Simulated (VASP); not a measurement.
Here is a VASP 6.6.1 calculation.

The input POSCAR:

```
SrO
1.0
    0.0000000000      2.5663000000      2.5663000000
    2.5663000000      0.0000000000      2.5663000000
    2.5663000000      2.5663000000      0.0000000000
Sr O
1 1
Direct
    0.5000000000      0.5000000000      0.5000000000
    0.0000000000      0.0000000000      0.0000000000
```

Contents of INCAR.step1:

```
SYSTEM = SrO
PREC = Accurate
ENCUT = 520
EDIFF = 1E-5
ISMEAR = -1
SIGMA = 0.05
LREAL = .False.
LASPH = .True.
NELM = 100
ALGO = Normal
ISIF = 2
LWAVE = .True.
LCHARG = .False.
NBANDS = 15
GGA = PE
```

File INCAR.step2:

```
SYSTEM = SrO
PREC = Accurate
ENCUT = 520
EDIFF = 1E-6
ISMEAR = -1
SIGMA = 0.05
LREAL = .False.
LASPH = .True.
NELM = 100
ALGO = Normal
ISIF = 2
LWAVE = .False.
LCHARG = .False.
GGA = PE
LHFCALC = .True.
AEXX = 0.1
PRECFOCK = Normal
NBANDS = 15
ISTART = 1
```

The input KPOINTS:

```
Automatic mesh
0
Gamma
  5 5 5
  0 0 0
```

Potentials or basis: VASP PAW PBE potentials, release 64 (Sr_sv, O).

Launch:

```sh
$ cat potpaw_PBE.64/Sr_sv/POTCAR potpaw_PBE.64/O/POTCAR > POTCAR
$ cp INCAR.step1 INCAR
$ mpirun -np 1 vasp_std > vasp.out
$ cp INCAR.step2 INCAR
$ mpirun -np 1 vasp_std > vasp.out
```

(1) What does it give for the pressure?

(2) Predict the band gap on the k mesh.

## Answers

(1) 3.0 GPa.

(2) 4.33 eV, indirect (least direct gap 4.45 eV).

Caveat: the k points lie up to 0.42 Å⁻¹ apart; the PAW data sets were made with another functional, which shifts forces and pressure a little.
